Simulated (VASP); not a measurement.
Here is a VASP 6.6.1 calculation.

INCAR

```
SYSTEM = ZnCu
  PREC = Accurate
  ENCUT = 520
  EDIFF = 1E-7
  ISMEAR = -1
  SIGMA = 0.05
  LREAL = .FALSE.
  LASPH = .TRUE.
  NELM = 60
  ALGO = Fast
  ISIF = 2
  LWAVE = .FALSE.
  LCHARG = .TRUE.
  GGA = PE
  LELF = .TRUE.
  LVHAR = .TRUE.
  NBANDS = 18
```

The input KPOINTS:

```
regular mesh
0
G
  11 11 7
  0 0 0
```

File POSCAR:

```
ZnCu
1.0
    1.4679278995     -2.0926095531      0.0000000000
    1.4679278995      2.0926095531      0.0000000000
    0.0000000000      0.0000000000      4.0847831128
Zn Cu
1 1
Direct
    0.5000000000      0.5000000000      0.5000000000
    0.0000000000      0.0000000000      0.0000000000
```

Potentials or basis: VASP PAW PBE potentials, release 64 (Zn, Cu).

The run is started by

```console
$ cat potpaw_PBE.64/Zn/POTCAR potpaw_PBE.64/Cu/POTCAR > POTCAR
$ mpirun -np 1 vasp_std > vasp.out
```

(1) Estimate the band gap on the k mesh.

(2) Predict the pressure.

Results:

(1) zero (an odd number of electrons rules out a gap without spin polarisation).

(2) 5.8 GPa.

Caveat: the cell stands under pressure.
